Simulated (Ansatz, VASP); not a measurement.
## Two plane-wave programs on Be

Contents of INCAR:

```
SYSTEM = Be
  PREC = Accurate
  ENCUT = 520
  EDIFF = 1E-6
  ISMEAR = -1
  SIGMA = 0.1
  LREAL = .FALSE.
  LASPH = .TRUE.
  NELM = 80
  ALGO = Normal
  ISIF = 2
  LWAVE = .FALSE.
  LCHARG = .FALSE.
  GGA = RP
  NBANDS = 9
```

KPOINTS

```
Automatic mesh
0
G
  26 26 14
  0 0 0
```

The input POSCAR:

```
Be
1.0
    2.2856161346      0.0000000000      0.0000000000
   -1.1428080673      1.9794016358      0.0000000000
    0.0000000000      0.0000000000      3.5871258646
Be
2
Direct
    0.3333333333      0.6666666667      0.2500000000
    0.6666666667      0.3333333333      0.7500000000
```

Input for Ansatz:

```yaml
crystal:
  lattice:
    - [2.2856161346, 0.0, 0.0]
    - [-1.1428080673, 1.9794016358, 0.0]
    - [0.0, 0.0, 3.5871258647]
  atoms:
    - { symbol: Be, position: [0.3333333333, 0.6666666667, 0.25] }
    - { symbol: Be, position: [0.6666666667, 0.3333333333, 0.75] }
hamiltonian:
  xc: rpbe
  pseudopotentials:
    kind: paw
    azcp:
      Be: "pseudopotentials/Be.paw.azcp"
basis:
  ecutwfc: 420
  fft_grid_basis: typed
kpoints:
  mp_grid: { grid: [26, 26, 14], shift: [0, 0, 0] }
magnetization:
  spin_polarized: false
scf:
  occupations: { method: fermi_dirac, width: 0.1 }
output:
  stress: true
```

Alike in both runs: task single point; functional RPBE; k mesh 26 × 26 × 14; occupations fermi-dirac, width 0.1 eV; no spin polarisation.

|  | VASP | Ansatz |
| --- | --- | --- |
| version | VASP 6.6.1 | Ansatz 0.2.0 |
| potentials or method | VASP PAW PBE potentials, release 64 (Be), cutoff 520 eV | plane waves (420 eV) with PAW, scalar-relativistic |
| valence electrons in the cell | 4 | 4 |

```csv
,VASP,Ansatz,Ansatz less VASP
pressure (GPa),0.0,0.0,-0.02
"traceless stress, the component that is largest in VASP (GPa)",0.74,0.70,-0.038
```

VASP's potentials were made for PBE, not for RPBE. With one functional, cell and mesh, what is left measures potentials, basis and numerics.
